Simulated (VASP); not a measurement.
# Au (Fm-3m) in VASP: a series of runs

The runs below take Au through single point, relaxation of cell and atoms, with PBEsol-based screened hybrid with 25 % exact exchange.

All numbers are computed with VASP 6.6.1; they aren't measurements. Logs are shortened: lines on timing, memory, paths and dates and some standing lists are left out, and cuts for length are marked.

## Step 1: The cell of the first run

It takes space group Fm-3m (No. 225, cubic). The conventional cell has a = 4.091 Å, b = 4.091 Å, c = 4.091 Å, α = 90.00°, β = 90.00°, γ = 90.00°. Within 3.8 Å of Au (site symmetry m-3m) lie 12 Au at 2.89 Å.

## Step 2: Single point, PBEsol-based screened hybrid with 25 % exact exchange

Input file POSCAR:

```
Au
1.0
    0.0000000000      2.0454457639      2.0454457639
    2.0454457639      0.0000000000      2.0454457639
    2.0454457639      2.0454457639      0.0000000000
Au
1
Direct
    0.0000000000      0.0000000000      0.0000000000
```

Input file INCAR.step1:

```
PREC = Accurate ; ENCUT = 520
EDIFF = 1E-5 ; ISMEAR = -1
SIGMA = 0.05 ; LREAL = False
LASPH = True ; NELM = 100
ALGO = Normal ; ISIF = 2
LWAVE = True ; LCHARG = False
NBANDS = 12 ; GGA = PE
```

Input file INCAR.step2:

```
PREC = Accurate ; ENCUT = 520
EDIFF = 1E-6 ; ISMEAR = -1
SIGMA = 0.05 ; LREAL = False
LASPH = True ; NELM = 100
ALGO = Normal ; ISIF = 2
LWAVE = False ; LCHARG = False
GGA = PS ; LHFCALC = True
AEXX = 0.25 ; HFSCREEN = 0.207
PRECFOCK = Normal ; NBANDS = 12
ISTART = 1
```

Input file KPOINTS:

```
Automatic mesh
0
Gamma
  6 6 6
```

Potentials or basis: VASP PAW PBE potentials, release 64 (Au).

The run is started by

```console
$ cat potpaw_PBE.64/Au/POTCAR > POTCAR
$ cp INCAR.step1 INCAR
$ mpirun -np 1 vasp_std > vasp.out
$ cp INCAR.step2 INCAR
$ mpirun -np 1 vasp_std > vasp.out
```

OUTCAR:

```text
PREC = Accurate
   ENCUT = 520
   EDIFF = 1E-6
   ISMEAR = -1
   LREAL = False
   LASPH = True
   NELM = 100
   ISIF = 2
   GGA = PS
   LHFCALC = True
   AEXX = 0.25
   HFSCREEN = 0.207
   PRECFOCK = Normal
   ISTART = 1

 ion  position               nearest neighbor table
   1  0.000  0.000  0.000-

  LATTYP: Found a face centered cubic cell.
 ALAT       =     4.0908915278

  Lattice vectors:

 A1 = (   0.0000000000,   2.0454457639,   2.0454457639)
 A2 = (   2.0454457639,   0.0000000000,   2.0454457639)
 A3 = (   2.0454457639,   2.0454457639,   0.0000000000)

Analysis of symmetry for initial positions (statically):
=====================================================================
 Subroutine PRICEL returns:
 Original cell was already a primitive cell.

 Routine SETGRP: Setting up the symmetry group for a
 face centered cubic supercell.

 Subroutine GETGRP returns: Found 48 space group operations
 (whereof 48 operations were pure point group operations)
 out of a pool of 48 trial point group operations.

The static configuration has the point symmetry O_h .

Analysis of symmetry for dynamics (positions and initial velocities):
=====================================================================
 Subroutine PRICEL returns:
 Original cell was already a primitive cell.

 Routine SETGRP: Setting up the symmetry group for a
 face centered cubic supercell.

 Subroutine GETGRP returns: Found 48 space group operations
 (whereof 48 operations were pure point group operations)
 out of a pool of 48 trial point group operations.

The dynamic configuration has the point symmetry O_h .

 Subroutine INISYM returns: Found 48 space group operations
 (whereof 48 operations are pure point group operations),
 and found     1 'primitive' translations

----------------------------------------------------------------------------------------

                                     Primitive cell

  volume of cell :      17.1157

  direct lattice vectors                    reciprocal lattice vectors
     0.000000000  2.045445764  2.045445764    -0.244445494  0.244445494  0.244445494
     2.045445764  0.000000000  2.045445764     0.244445494 -0.244445494  0.244445494
     2.045445764  2.045445764  0.000000000     0.244445494  0.244445494 -0.244445494

  length of vectors
     2.892697140  2.892697140  2.892697140     0.423392015  0.423392015  0.423392015

  position of ions in fractional coordinates (direct lattice)
     0.000000000  0.000000000  0.000000000

  ion indices of the primitive-cell ions
   primitive index   ion index
                 1           1

----------------------------------------------------------------------------------------

 KPOINTS: Automatic mesh

Automatic generation of k-mesh.
 Grid dimensions read from file:
 generate k-points for:    6    6    6

 Generating k-lattice:

  Cartesian coordinates                     Fractional coordinates (reciprocal lattice)
    -0.040740916  0.040740916  0.040740916     0.166666667  0.000000000  0.000000000
     0.040740916 -0.040740916  0.040740916     0.000000000  0.166666667  0.000000000
     0.040740916  0.040740916 -0.040740916     0.000000000  0.000000000  0.166666667

  Length of vectors
     0.070565336  0.070565336  0.070565336

  Shift w.r.t. Gamma in fractional coordinates (k-lattice)
     0.000000000  0.000000000  0.000000000

 Subroutine IBZKPT returns following result:
 ===========================================

 Found     16 irreducible k-points:

 Following reciprocal coordinates:
            Coordinates               Weight
  0.000000  0.000000  0.000000      1.000000
  0.166667  0.000000  0.000000      8.000000
  0.333333  0.000000  0.000000      8.000000
  0.500000  0.000000  0.000000      4.000000
  0.166667  0.166667  0.000000      6.000000
  0.333333  0.166667  0.000000     24.000000
[... 8 lines left out ...]
 -0.333333  0.333333  0.166667     24.000000
 -0.333333  0.500000  0.166667     12.000000
   k-points           NKPTS =     16   k-points in BZ     NKDIM =    216   number of bands    NBANDS=     12
   number of dos      NEDOS =    301   number of ions     NIONS =      1
   total plane-waves  NPLWV =  13824
   dimension x,y,z NGX =    24 NGY =   24 NGZ =   24
   dimension x,y,z NGXF=    48 NGYF=   48 NGZF=   48
   ions per type =               1
   NGX,Y,Z   is equivalent  to a cutoff of  13.79, 13.79, 13.79 a.u.
   NGXF,Y,Z  is equivalent  to a cutoff of  27.59, 27.59, 27.59 a.u.
 SYSTEM =  unknown system
   PREC   = accura    normal or accurate (medium, high low for compatibility)
   ISTART =      1    job   : 0-new  1-cont  2-samecut
   ICHARG =      0    charge: 1-file 2-atom 10-const
   ISPIN  =      1    spin polarized calculation?
   LNONCOLLINEAR =      F non collinear calculations
   LSORBIT =      F    spin-orbit coupling
   LASPH  =      T    aspherical Exc in radial PAW
   ENCUT  =  520.0 eV  38.22 Ry    6.18 a.u.   5.38  5.38  5.38*2*pi/ulx,y,z
   NELM   =    100;   NELMIN=  2; NELMDL=  0     # of ELM steps
   EDIFF  = 0.1E-05   stopping-criterion for ELM
   LREAL  =      F    real-space projection
   EDIFFG = 0.1E-04   stopping-criterion for IOM
   NSW    =      0    number of steps for IOM
   IBRION =     -1    ionic relax: 0-MD 1-quasi-New 2-CG
   NFREE  =      0    steps in history (QN), initial steepest desc. (CG)
   ISIF   =      2    stress and relaxation
   ISYM   =      3    0-nonsym 1-usesym 2-fastsym
   POTIM  = 0.5000    time-step for ionic-motion
   TEBEG  =    0.0;   TEEND  =   0.0 temperature during run
   PSTRESS=    0.0 pullay stress
   NELECT =      11.0000    total number of electrons
   NUPDOWN=      -1.0000    fix difference up-down
   EMIN   =  10.00;   EMAX   =-10.00  energy-range for DOS
   EFERMI =   0.00;   METHOD = LEGACY
   ISMEAR =    -1;   SIGMA  =   0.05  broadening in eV -4-tet -1-fermi 0-gaus
   EFERMI_NEDOS =   21; number of points for ismear=-14 and -15
   IALGO  =     38    algorithm
   IMIX   =      1    mixing-type and parameters
     AMIX     =   0.40;   BMIX     =  1.00
     AMIX_MAG =   1.60;   BMIX_MAG =  1.00
  volume/ion in A,a.u.               =      17.12       115.50
  Fermi-wavevector in a.u.,A,eV,Ry     =   1.412780  2.669766 27.156498  1.995946
  Thomas-Fermi vector in A             =   2.534493
   LORBIT       =      0    0 simple, 1 ext, 2 COOP (PROOUT), +10 PAW based schemes
   GGA     = PS    functional components
   LHFCALC =     T    Hartree Fock is set to
   PRECFOCK=normal    Normal, Fast or Accurate (Low or Medium for compatibility)
   ENCUT4O =  -1.0   cutoff for four orbital integrals eV
   NKREDX  =     1    reduce k-point grid by
   NKREDY  =     1    reduce k-point grid by
   NKREDZ  =     1    reduce k-point grid by
   AEXX    =    0.2500 exact exchange contribution
   HFSCREEN=    0.2070 screening length (either q_TF or 0.3 A-1)
   HFSCREENC=   0.2070 screening length for correlation (either q_TF or 0.3 A-1)
   ENCUTFOCK=  -1.0 apply spherical cutoff to Coloumb kernel
   IVDW    =     0    specifies the selected vdW correction
   LEPSILON=     F    determine dielectric tensor
   LRPA    =     F    only Hartree local field effects (RPA)
 non-spin polarized calculation
  energy-cutoff  :      520.00
  volume of cell :       17.12
 maximum number of plane-waves:       471
 NGX is ok and might be reduce to    24
  NGX = 18; NGY = 18; NGZ = 18

 number of electron      11.0000000 magnetization

 Free energy of the ion-electron system (eV)
  ---------------------------------------------------
  ext. energy  EPLUGINS =         0.00000000
  ---------------------------------------------------
  free energy    TOTEN  =        -3.83554108 eV

  energy without entropy =       -3.82809533  energy(sigma->0) =       -3.83181820

 E-fermi :   8.7613     XC(G=0): -10.4487

 val. band max:        8.7354794115   @ k =   0.5000   0.3333   0.1667
 cond. band min:       9.6447503282   @ k =   0.5000   0.1667   0.0000
 fundamental gap:      0.9092709166
 Fermi energy:         8.7612734221

 k-point     1 :       0.0000    0.0000    0.0000
  band No.  band energies     occupation
      1      -1.8459      2.00000
      2       3.2350      2.00000
      3       3.2350      2.00000
      4       3.2350      2.00000
      5       4.8087      2.00000
      6       4.8087      2.00000
      7      24.5506      0.00000
      8      28.7074      0.00000
      9      28.7074      0.00000
     10      28.7074      0.00000
     11      33.4959      0.00000
     12      38.4619      0.00000

 k-point     2 :       0.1667    0.0000    0.0000
  band No.  band energies     occupation
      1      -0.8298      2.00000
      2       3.0336      2.00000
      3       3.4995      2.00000
      4       3.4995      2.00000
      5       4.7685      2.00000
      6       4.7685      2.00000
      7      24.2654      0.00000
      8      25.6820      0.00000
      9      29.7601      0.00000
     10      29.7601      0.00000
     11      32.6937      0.00000
     12      35.0056      0.00000

 k-point     3 :       0.3333    0.0000    0.0000
  band No.  band energies     occupation
      1       0.5709      2.00000
      2       3.3859      2.00000
      3       3.3859      2.00000
      4       4.4454      2.00000
      5       5.5310      2.00000
      6       5.5310      2.00000
      7      17.7177      0.00000
      8      24.8656      0.00000
      9      29.1362      0.00000
     10      29.1362      0.00000
     11      33.4947      0.00000
     12      33.7595      0.00000
[... 166 lines left out ...]
 k-point    15 :      -0.3333    0.3333    0.1667
  band No.  band energies     occupation
      1       2.2032      2.00000
      2       2.2111      2.00000
      3       3.2531      2.00000
      4       4.5998      2.00000
      5       6.1162      2.00000
      6      12.9867      0.00000
      7      13.5003      0.00000
      8      19.7396      0.00000
      9      21.5684      0.00000
     10      29.4931      0.00000
     11      33.5524      0.00000
     12      38.3261      0.00000

 k-point    16 :      -0.3333    0.5000    0.1667
  band No.  band energies     occupation
      1       1.5234      2.00000
      2       1.8392      2.00000
      3       4.1183      2.00000
      4       5.1635      2.00000
      5       6.5742      2.00000
      6      13.6175      0.00000
      7      14.8742      0.00000
      8      17.9717      0.00000
      9      19.2849      0.00000
     10      31.2463      0.00000
     11      31.8638      0.00000
     12      35.2623      0.00000

------------------------ aborting loop because EDIFF is reached ----------------------------------------

  FORCE on cell =-STRESS in cart. coord.  units (eV):
  Direction    XX          YY          ZZ          XY          YZ          ZX
  --------------------------------------------------------------------------------------
  -------------------------------------------------------------------------------------
  Total        0.0030449      0.0030449      0.0030449      0.0000000     -0.0000000      0.0000000
  in kB        0.2850330      0.2850330      0.2850330      0.0000000     -0.0000000      0.0000000
  external PRESSURE =       0.2850330 kB  Pullay stress =       0.0000000 kB

 VOLUME and BASIS-vectors are now :
 -----------------------------------------------------------------------------
  energy-cutoff  :      520.00
  volume of cell :       17.12
      direct lattice vectors                 reciprocal lattice vectors
     0.000000000  2.045445764  2.045445764    -0.244445494  0.244445494  0.244445494
     2.045445764  0.000000000  2.045445764     0.244445494 -0.244445494  0.244445494
     2.045445764  2.045445764  0.000000000     0.244445494  0.244445494 -0.244445494

 POSITION                                       TOTAL-FORCE (eV/Angst)
 -----------------------------------------------------------------------------------
      0.00000      0.00000      0.00000        -0.000000      0.000000     -0.000000
 -----------------------------------------------------------------------------------
    total drift:                               -0.000000     -0.000000     -0.000000

  FREE ENERGIE OF THE ION-ELECTRON SYSTEM (eV)
  ---------------------------------------------------
  free  energy   TOTEN  =        -3.8355410774 eV

  energy  without entropy=       -3.8280953250  energy(sigma->0) =       -3.83181820
```

Wall time 11 min (1 thread of Intel Xeon Platinum 8375C at 2.90GHz (Ice Lake), shared host); peak memory 0.24 GiB.

Results:

```
Free energy            : -3.8355 eV
Pressure               : 0.0 GPa
Band gap on the k mesh : zero (an odd number of electrons rules out a gap without spin polarisation)
```

Levels at points of the mesh, in eV from the Fermi level:
| k point | band 2 | band 3 | band 4 | band 5 | band 6 | band 7 | band 8 | band 9 | band 10 | band 11 |
| --- | --- | --- | --- | --- | --- | --- | --- | --- | --- | --- |
| (0.00, 0.00, 0.00) | -5.53 | -5.53 | -5.53 | -3.95 | -3.95 | 15.79 | 19.95 | 19.95 | 19.95 | 24.73 |
| (0.50, 0.00, 0.00) | -5.58 | -5.58 | -2.58 | -2.58 | -0.81 | 3.87 | 15.17 | 18.61 | 18.61 | 26.43 |
| (0.50, 0.50, 0.00) | -7.71 | -2.69 | -2.18 | -2.18 | 1.47 | 6.93 | 11.15 | 11.15 | 18.56 | 21.23 |

Caveat: the k points lie up to 0.44 Å⁻¹ apart, too coarse for converged energies and pressures of a metal; the PAW data sets were made with another functional, which shifts forces and pressure a little; spin-orbit coupling is left out, which moves the levels of the heavy elements.

[end of part 1 of 2]
